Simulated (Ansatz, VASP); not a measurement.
**Rb3TaTe3: VASP beside Ansatz**

```xyz
7
Lattice="6.4482 0.0000 0.0000 0.0000 6.4482 0.0000 0.0000 0.0000 6.4482" Properties=species:S:1:pos:R:3 pbc="T T T"
Rb    0.0000    3.2241    3.2241
Rb    3.2241    0.0000    3.2241
Rb    3.2241    3.2241    0.0000
Ta    3.2241    3.2241    3.2241
Te    0.0000    0.0000    3.2241
Te    3.2241    0.0000    0.0000
Te    0.0000    3.2241    0.0000
```

Change from the starting cell: species swapped into the La3GaBr3 type (Pm-3m, No. 221).

Alike in both runs: task single point; functional PBE; k mesh 4 × 4 × 4; occupations gaussian, width 0.1 eV; no spin polarisation.

```csv
,VASP,Ansatz
version,VASP 6.6.1,Ansatz 0.2.0
potentials or method,"VASP PAW PBE potentials, release 64 (Rb_sv, Ta_pv, Te), cutoff 520 eV","scalar-relativistic, plane waves, PAW"
valence electrons in the cell,56,88
```

```tsv
	VASP	Ansatz	Ansatz less VASP
gap on the k mesh at the Fermi level (eV)	none	none	-
pressure (GPa)	5.6	5.6	-0.04
```

A gap of «none» marks a metal or a gap that the smearing closes. VASP's potentials hold 56 valence electrons a cell and Ansatz's 88, so a difference there can come from the potentials and not from the codes.

Neither program's run includes spin-orbit coupling.
